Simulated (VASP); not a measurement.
Input of a VASP 6.6.1 run:

Contents of INCAR:

```
SYSTEM = Co
PREC = Accurate
ENCUT = 600
EDIFF = 1E-6
ISMEAR = 1
SIGMA = 0.6
LREAL = .FALSE.
LASPH = .TRUE.
NELM = 120
ALGO = Normal
ISIF = 2
LWAVE = .FALSE.
LCHARG = .FALSE.
GGA = PE
NBANDS = 16
GGA_COMPAT = .FALSE.
```

Contents of KPOINTS:

```
regular mesh
0
G
  15 15 8
  0 0 0
```

POSCAR

```
Co
1.0
    2.4583936733      0.0000000000      0.0000000000
   -1.2291968366      2.1290313736      0.0000000000
    0.0000000000      0.0000000000      3.9606917934
Co
2
Direct
    0.3333333333      0.6666666667      0.2500000000
    0.6666666667      0.3333333333      0.7500000000
```

Potentials or basis: VASP PAW PBE potentials, release 64 (Co).

Run with:

```sh
$ cat potpaw_PBE.64/Co/POTCAR > POTCAR
$ mpirun -np 1 vasp_std > vasp.out
```

Problem. What does it give for the band gap on the k mesh?

Solution. Zero (band 9 reaches 11.23 eV, above the bottom of band 10 at 9.68 eV).

Problem. What does it give for the pressure?

Solution. -0.5 GPa.

Stress tensor (GPa, compression positive):
```
-0.25  0.00  0.00
 0.00 -0.25  0.00
 0.00  0.00 -1.02
```

Caveat: the run has no spin polarisation, though such a crystal can be magnetic. Spin polarisation is off, so any magnetic state and its effect on volume and gap are missing.
